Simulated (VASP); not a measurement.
Runs of VASP 6.6.1 on PbSe. The structure is that of space group Fm-3m (No. 225), or close to it. The cells are those of the table. 

```csv
task,level,potentials or basis,spin,cell,pressure (GPa),moment (μB)
electric field gradients,PBE,"VASP PAW PBE potentials, release 64 (Pb_d, Se)",off,"a = 4.396, b = 4.396, c = 4.331 Å, angles 60.5, 60.5, 59.0°, 2 atoms",(b),-
single point,PBE,"VASP PAW PBE potentials, release 64 (Pb_d, Se)","non-collinear, zero start, SOC","a = 4.331 Å, angles 60.0°, 2 atoms",2.1,0.00
electric field gradients,r2SCAN,"VASP PAW PBE potentials, release 64 (Pb_d, Se)",off,"a = 4.331 Å, angles 60.0°, 2 atoms",1.4,-
electric field gradients,PBE,"VASP PAW PBE potentials, release 64 (Pb_d, Se)","non-collinear, zero start, SOC","a = 4.331 Å, angles 60.0°, 2 atoms",2.1,0.00
single point,PBE,"VASP PAW PBE potentials, release 64 (Pb_d, Se)",off,"a = 4.331 Å, angles 60.0°, 2 atoms",2.3,-
single point,LDA,"VASP PAW LDA potentials, release 64 (Pb_d, Se)",off,"a = 4.331 Å, angles 60.0°, 2 atoms",-2.1,-
electric field gradients,r2SCAN,"VASP PAW PBE potentials, release 64 (Pb_d, Se)",off,"a = 4.272 Å, angles 60.0°, 2 atoms",4.0,-
single point,PBEsol,"VASP PAW PBE potentials, release 64 (Pb_d, Se)",off,"a = 4.331 Å, angles 60.0°, 2 atoms",(a),-
```

Alike in all rows: k mesh 9 × 9 × 9; cutoff (eV) 520; smearing fermi-dirac 0.01 eV.

Fill in the values left out.

(a) -0.6; (b) 0.9.

Caveats: the PAW data sets were made with another functional, which shifts forces and pressure a little (at least some runs); the cell stands under pressure (at least some runs).
